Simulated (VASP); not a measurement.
Crystal: MoS2.

```
CELL_PARAMETERS angstrom
3.22746 0.00000 0.00000
-1.61373 2.79507 0.00000
0.00000 0.00000 6.31247
ATOMIC_POSITIONS crystal
Mo 0.00000 0.00000 0.50000
S 0.66667 0.33333 0.74468
S 0.33333 0.66667 0.25532
```

```yaml
Program: VASP 6.6.1
Task: relaxation of cell and atoms
Functional: revPBE
Dispersion: D3(BJ)
Potentials_or_basis: VASP PAW PBE potentials, release 64 (Mo_sv, S)
Cutoff: 600 eV
k_mesh: 9 × 9 × 4
Occupations: fermi-dirac, width 0.05 eV
Spin: no spin polarisation
```

At the start: pressure -4.0 GPa; volume 18.98 Å³/atom.

Task: How do energy, volume and symmetry change on relaxing?

Result: Over 21 steps the energy falls by 65.1 meV/atom and the volume is 16.06 Å³/atom (-15.4 %); space group P-3m1 (No. 164, to 0.1 Å) before and after.

The path:
```
step  energy change (eV)  largest force (eV/Å)  pressure (GPa)  volume (Å³)
   1              0.0000                0.3077           -4.03        56.94
   2             -0.0352                1.1274            4.17        53.09
   3             -0.0434                0.8707            1.46        54.21
   4             -0.0871                0.4169            0.31        53.13
   5             -0.0944                0.1491           -0.37        52.46
   6             -0.1079                0.1579           -0.20        51.99
   7             -0.1440                0.1836            0.56        50.56
   8             -0.1829                0.2560            3.15        47.68
   9             -0.1916                0.0386            1.32        47.83
  10             -0.1934                0.1174            0.05        47.94
  11             -0.1934                0.1104            0.09        47.94
  12             -0.1941                0.0893            0.09        47.97
  13             -0.1953                0.0262            0.08        48.04
  14             -0.1954                0.0097            0.09        48.06
  15             -0.1954                0.0068            0.07        48.06
  16             -0.1954                0.0128            0.02        48.09
  17             -0.1954                0.0199           -0.07        48.12
  18             -0.1954                0.0193           -0.08        48.13
  19             -0.1954                0.0174           -0.10        48.15
  20             -0.1954                0.0129           -0.12        48.19
  21             -0.1954                0.0020           -0.03        48.17
```

Final structure:
```
CELL_PARAMETERS angstrom
3.15837 0.00000 0.00000
-1.57919 2.73523 0.00000
0.00000 0.00000 5.57541
ATOMIC_POSITIONS crystal
Mo 0.00000 0.00000 0.50000
S 0.66667 0.33333 0.78158
S 0.33333 0.66667 0.21842
```

Caveat: the volume moved by over 15 % at a fixed basis, so the end points are rough; the PAW data sets were made with another functional, which shifts forces and pressure a little.
